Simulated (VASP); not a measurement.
# WS2 in VASP: single point with PBE+D3(BJ)

Aim: the single point of WS2 with PBE+D3(BJ).

Program: VASP 6.6.1. These are calculated values, not measurements. Logs are shortened: lines on timing, memory, paths and dates and some standing lists are left out, and cuts for length are marked.

## (1) The cell of the first run

The cell holds a slab with vacuum, 6 atoms: a = 3.160 Å, b = 3.160 Å, c = 23.804 Å, α = 90.00°, β = 90.00°, γ = 120.00°.

## (2) Single point, PBE+D3(BJ) (layers slid over each other)

File INCAR:

```
PREC = Accurate ; ENCUT = 520
EDIFF = 1E-7 ; ISMEAR = 0
SIGMA = 0.05 ; LREAL = F
LASPH = T ; NELM = 100
ALGO = Normal ; ISIF = 2
LWAVE = F ; LCHARG = F
LDIPOL = T ; IDIPOL = 3
DIPOL = 0.5 0.5 0.391 ; GGA = PE
IVDW = 12 ; NBANDS = 35
```

File KPOINTS:

```
Automatic mesh
0
Gamma
  9 9 1
```

File POSCAR:

```
WS2
1.0
    3.1595457497      0.0000000000      0.0000000000
   -1.5797728749      2.7362468836      0.0000000000
    0.0000000000      0.0000000000     23.8042575719
S W
4 2
Direct
    0.3333333333      0.6666666667      0.1890418126
    0.3333333333      0.6666666667      0.3214605103
    0.6666666667      1.3333333333      0.4596710800
    0.6666666667      1.3333333333      0.5920897776
    0.6666666667      0.3333333333      0.2552511581
    1.0000000000      1.0000000000      0.5258804254
```

Potentials or basis: VASP PAW PBE potentials, release 64 (S, W_sv).

Started as:

```console
cat potpaw_PBE.64/S/POTCAR potpaw_PBE.64/W_sv/POTCAR > POTCAR
mpirun -np 1 vasp_std > vasp.out
```

OUTCAR:

```text
PREC = Accurate
   ENCUT = 520
   EDIFF = 1E-7
   ISMEAR = 0
   LREAL = F
   LASPH = T
   NELM = 100
   ISIF = 2
   GGA = PE
   IVDW = 12
 IVDW          = 12

 ion  position               nearest neighbor table
   1  0.333  0.667  0.189-   5 2.41   5 2.41   5 2.41
   2  0.333  0.667  0.321-   5 2.41   5 2.41   5 2.41
   3  0.667  0.333  0.460-   6 2.41   6 2.41   6 2.41
   4  0.667  0.333  0.592-   6 2.41   6 2.41   6 2.41
   5  0.667  0.333  0.255-   1 2.41   1 2.41   1 2.41   2 2.41   2 2.41   2 2.41
   6  0.000  0.000  0.526-   3 2.41   3 2.41   3 2.41   4 2.41   4 2.41   4 2.41

  LATTYP: Found a hexagonal cell.
 ALAT       =     3.1595457497
 C/A-ratio  =     7.5340759266

  Lattice vectors:

 A1 = (   3.1595457497,   0.0000000000,   0.0000000000)
 A2 = (  -1.5797728749,   2.7362468836,   0.0000000000)
 A3 = (   0.0000000000,   0.0000000000,  23.8042575719)

Analysis of symmetry for initial positions (statically):
=====================================================================
 Subroutine PRICEL returns:
 Original cell was already a primitive cell.

 Routine SETGRP: Setting up the symmetry group for a
 hexagonal supercell.

 Subroutine GETGRP returns: Found  6 space group operations
 (whereof  6 operations were pure point group operations)
 out of a pool of 24 trial point group operations.

The static configuration has the point symmetry C_3v.

Analysis of symmetry for dynamics (positions and initial velocities):
=====================================================================
 Subroutine PRICEL returns:
 Original cell was already a primitive cell.

 Routine SETGRP: Setting up the symmetry group for a
 hexagonal supercell.

 Subroutine GETGRP returns: Found  6 space group operations
 (whereof  6 operations were pure point group operations)
 out of a pool of 24 trial point group operations.

The dynamic configuration has the point symmetry C_3v.

 Subroutine INISYM returns: Found  6 space group operations
 (whereof  6 operations are pure point group operations),
 and found     1 'primitive' translations

----------------------------------------------------------------------------------------

                                     Primitive cell

  volume of cell :     205.7949

  direct lattice vectors                    reciprocal lattice vectors
     3.159545750  0.000000000  0.000000000     0.316501193  0.182732049  0.000000000
    -1.579772875  2.736246884  0.000000000     0.000000000  0.365464098  0.000000000
     0.000000000  0.000000000 23.804257572     0.000000000  0.000000000  0.042009292

  length of vectors
     3.159545750  3.159545750 23.804257572     0.365464098  0.365464098  0.042009292

  position of ions in fractional coordinates (direct lattice)
     0.333333333  0.666666667  0.189041813
     0.333333333  0.666666667  0.321460510
     0.666666667  0.333333333  0.459671080
     0.666666667  0.333333333  0.592089778
     0.666666667  0.333333333  0.255251158
     0.000000000  0.000000000  0.525880425

  ion indices of the primitive-cell ions
   primitive index   ion index
                 1           1
                 2           2
                 3           3
                 4           4
                 5           5
                 6           6

----------------------------------------------------------------------------------------

 KPOINTS: Automatic mesh

Automatic generation of k-mesh.
 Grid dimensions read from file:
 generate k-points for:    9    9    1

 Generating k-lattice:

  Cartesian coordinates                     Fractional coordinates (reciprocal lattice)
     0.035166799  0.020303561  0.000000000     0.111111111 -0.000000000  0.000000000
     0.000000000  0.040607122  0.000000000     0.000000000  0.111111111  0.000000000
     0.000000000  0.000000000  0.042009292     0.000000000  0.000000000  1.000000000

  Length of vectors
     0.040607122  0.040607122  0.042009292

  Shift w.r.t. Gamma in fractional coordinates (k-lattice)
     0.000000000  0.000000000  0.000000000

 Subroutine IBZKPT returns following result:
 ===========================================

 Found     12 irreducible k-points:

 Following reciprocal coordinates:
            Coordinates               Weight
  0.000000  0.000000  0.000000      1.000000
  0.111111 -0.000000  0.000000      6.000000
  0.222222  0.000000  0.000000      6.000000
  0.333333 -0.000000  0.000000      6.000000
  0.444444  0.000000  0.000000      6.000000
  0.111111  0.111111  0.000000      6.000000
  0.222222  0.111111  0.000000     12.000000
  0.333333  0.111111  0.000000     12.000000
  0.444444  0.111111  0.000000      6.000000
  0.222222  0.222222  0.000000      6.000000
  0.333333  0.222222  0.000000     12.000000
  0.333333  0.333333  0.000000      2.000000
   k-points           NKPTS =     12   k-points in BZ     NKDIM =     12   number of bands    NBANDS=     35
   number of dos      NEDOS =    301   number of ions     NIONS =      6
   total plane-waves  NPLWV = 103680
   dimension x,y,z NGX =    24 NGY =   24 NGZ =  180
   dimension x,y,z NGXF=    48 NGYF=   48 NGZF=  360
   ions per type =               4   2
   NGX,Y,Z   is equivalent  to a cutoff of  12.63, 12.63, 12.57 a.u.
   NGXF,Y,Z  is equivalent  to a cutoff of  25.26, 25.26, 25.14 a.u.
 SYSTEM =  unknown system
   PREC   = accura    normal or accurate (medium, high low for compatibility)
   ISTART =      0    job   : 0-new  1-cont  2-samecut
   ICHARG =      2    charge: 1-file 2-atom 10-const
   ISPIN  =      1    spin polarized calculation?
   LNONCOLLINEAR =      F non collinear calculations
   LSORBIT =      F    spin-orbit coupling
   LASPH  =      T    aspherical Exc in radial PAW
   ENCUT  =  520.0 eV  38.22 Ry    6.18 a.u.   5.87  5.87 44.26*2*pi/ulx,y,z
   NELM   =    100;   NELMIN=  2; NELMDL= -5     # of ELM steps
   EDIFF  = 0.1E-06   stopping-criterion for ELM
   LREAL  =      F    real-space projection
   EDIFFG = 0.1E-05   stopping-criterion for IOM
   NSW    =      0    number of steps for IOM
   IBRION =     -1    ionic relax: 0-MD 1-quasi-New 2-CG
   NFREE  =      0    steps in history (QN), initial steepest desc. (CG)
   ISIF   =      2    stress and relaxation
   ISYM   =      2    0-nonsym 1-usesym 2-fastsym
   POTIM  = 0.5000    time-step for ionic-motion
   TEBEG  =    0.0;   TEEND  =   0.0 temperature during run
   PSTRESS=    0.0 pullay stress
   NELECT =      52.0000    total number of electrons
   NUPDOWN=      -1.0000    fix difference up-down
   EMIN   =  10.00;   EMAX   =-10.00  energy-range for DOS
   EFERMI =   0.00;   METHOD = LEGACY
   ISMEAR =     0;   SIGMA  =   0.05  broadening in eV -4-tet -1-fermi 0-gaus
   EFERMI_NEDOS =   21; number of points for ismear=-14 and -15
   IALGO  =     38    algorithm
   IMIX   =      4    mixing-type and parameters
     AMIX     =   0.40;   BMIX     =  1.00
     AMIX_MAG =   1.60;   BMIX_MAG =  1.00
  volume/ion in A,a.u.               =      34.30       231.46
  Fermi-wavevector in a.u.,A,eV,Ry     =   1.034978  1.955825 14.574279  1.071179
  Thomas-Fermi vector in A             =   2.169299
   LORBIT       =      0    0 simple, 1 ext, 2 COOP (PROOUT), +10 PAW based schemes
   GGA     = PE    functional components
   LHFCALC =     F    Hartree Fock is set to
   AEXX    =    0.0000 exact exchange contribution
   IVDW    =    12    specifies the selected vdW correction
   LEPSILON=     F    determine dielectric tensor
   LRPA    =     F    only Hartree local field effects (RPA)
 non-spin polarized calculation
 Gauss-broadening in eV      SIGMA  =   0.05
  energy-cutoff  :      520.00
  volume of cell :      205.79
 maximum number of plane-waves:      5566
 NGX is ok and might be reduce to    24
   NGX = 11   NGY = 11   NGZ = 89

 dipolmoment           0.000000      0.000000     -0.000002 electrons x Angstroem

 number of electron      51.9999994 magnetization

 dipolmoment           0.000000      0.000000      0.001641 electrons x Angstroem

 Free energy of the ion-electron system (eV)
  ---------------------------------------------------
  ext. energy  EPLUGINS =         0.00000000
  ---------------------------------------------------
  free energy    TOTEN  =       -47.31370640 eV

  energy without entropy =      -47.31370640  energy(sigma->0) =      -47.31370640

 E-fermi :   1.4065     XC(G=0):  -6.1406

 val. band max:        1.0365681143   @ k =   0.0000   0.0000   0.0000
 cond. band min:       2.7181605371   @ k =   0.3333   0.3333   0.0000
 fundamental gap:      1.6815924228
 Fermi energy:         1.4064698285

 k-point     1 :       0.0000    0.0000    0.0000
  band No.  band energies     occupation
      1     -73.2112      2.00000
      2     -73.1780      2.00000
      3     -37.4635      2.00000
      4     -37.4301      2.00000
      5     -37.2886      2.00000
      6     -37.2886      2.00000
[... 27 lines left out ...]
     34       3.9007      0.00000
     35       5.8656      0.00000

 k-point     2 :       0.1111   -0.0000    0.0000
  band No.  band energies     occupation
      1     -73.2090      2.00000
      2     -73.1758      2.00000
      3     -37.4558      2.00000
      4     -37.4224      2.00000
      5     -37.3314      2.00000
      6     -37.2986      2.00000
[... 27 lines left out ...]
     34       4.1331      0.00000
     35       6.2262      0.00000

 k-point     3 :       0.2222    0.0000    0.0000
  band No.  band energies     occupation
      1     -73.2035      2.00000
      2     -73.1703      2.00000
      3     -37.4383      2.00000
      4     -37.4362      2.00000
      5     -37.4052      2.00000
      6     -37.4028      2.00000
[... 27 lines left out ...]
     34       4.8387      0.00000
     35       6.9343      0.00000
[... 267 lines left out ...]
 k-point    11 :       0.3333    0.2222    0.0000
  band No.  band energies     occupation
      1     -73.1915      2.00000
      2     -73.1582      2.00000
      3     -37.5917      2.00000
      4     -37.5586      2.00000
      5     -37.4570      2.00000
      6     -37.4239      2.00000
[... 27 lines left out ...]
     34       6.0824      0.00000
     35       6.9921      0.00000

 k-point    12 :       0.3333    0.3333    0.0000
  band No.  band energies     occupation
      1     -73.1904      2.00000
      2     -73.1571      2.00000
      3     -37.5545      2.00000
      4     -37.5215      2.00000
      5     -37.5202      2.00000
      6     -37.4872      2.00000
[... 27 lines left out ...]
     34       6.4343      0.00000
     35       7.2497      0.00000

------------------------ aborting loop because EDIFF is reached ----------------------------------------

 vacuum level on the upper side and lower side of the slab       (xc-potential included)        -0.078        -0.113

 Edisp (eV)   -2.14267

 E8    (eV) :    -0.9304

  FORCE on cell =-STRESS in cart. coord.  units (eV):
  Direction    XX          YY          ZZ          XY          YZ          ZX
  --------------------------------------------------------------------------------------
  -------------------------------------------------------------------------------------
  Total      -0.21823    -0.21823    -0.64242     0.00000    -0.00000    -0.00000
  in kB      -1.69902    -1.69902    -5.00144     0.00000    -0.00000    -0.00000
  external pressure =       -2.80 kB  Pullay stress =        0.00 kB

 VOLUME and BASIS-vectors are now :
 -----------------------------------------------------------------------------
  energy-cutoff  :      520.00
  volume of cell :      205.79
      direct lattice vectors                 reciprocal lattice vectors
     3.159545750  0.000000000  0.000000000     0.316501193  0.182732049  0.000000000
    -1.579772875  2.736246884  0.000000000     0.000000000  0.365464098  0.000000000
     0.000000000  0.000000000 23.804257572     0.000000000  0.000000000  0.042009292

 POSITION                                       TOTAL-FORCE (eV/Angst)
 -----------------------------------------------------------------------------------
     -0.00000      1.82416      4.50000         0.000000     -0.000000      0.007504
     -0.00000      1.82416      7.65213         0.000000      0.000000      0.052629
      1.57977      0.91208     10.94213        -0.000000     -0.000000     -0.047535
      1.57977      0.91208     14.09426         0.000000     -0.000000     -0.005080
      1.57977      0.91208      6.07606        -0.000000     -0.000000      0.048746
      0.00000      0.00000     12.51819         0.000000     -0.000000     -0.056264
 -----------------------------------------------------------------------------------
    total drift:                               -0.000000      0.000000      0.000032

  FREE ENERGIE OF THE ION-ELECTRON SYSTEM (eV)
  ---------------------------------------------------
  free  energy   TOTEN  =       -49.4563757215 eV

  energy  without entropy=      -49.4563757215  energy(sigma->0) =      -49.45637572

 vacuum level on the upper side and lower side of the slab         6.404         6.370
```

Wall time 84 s (1 thread of AMD EPYC 9R45 (Zen 5), shared host); peak memory 0.31 GiB.

Results:

- Free energy: -49.4564 eV
- Largest force: 0.056 eV/Å
- Band gap on the k mesh: 1.68 eV (least direct gap 1.89 eV)
- Dispersion energy per atom: -0.357 eV

Forces in eV/Å, atoms in the order of the input:
```
S    0.000  0.000  0.008
S    0.000  0.000  0.053
S    0.000  0.000 -0.048
S    0.000  0.000 -0.005
W    0.000  0.000  0.049
W    0.000  0.000 -0.056
```

Caveat: the cell differs from its parent crystal (layers slid over each other); spin-orbit coupling is left out, which moves the levels of the heavy elements.
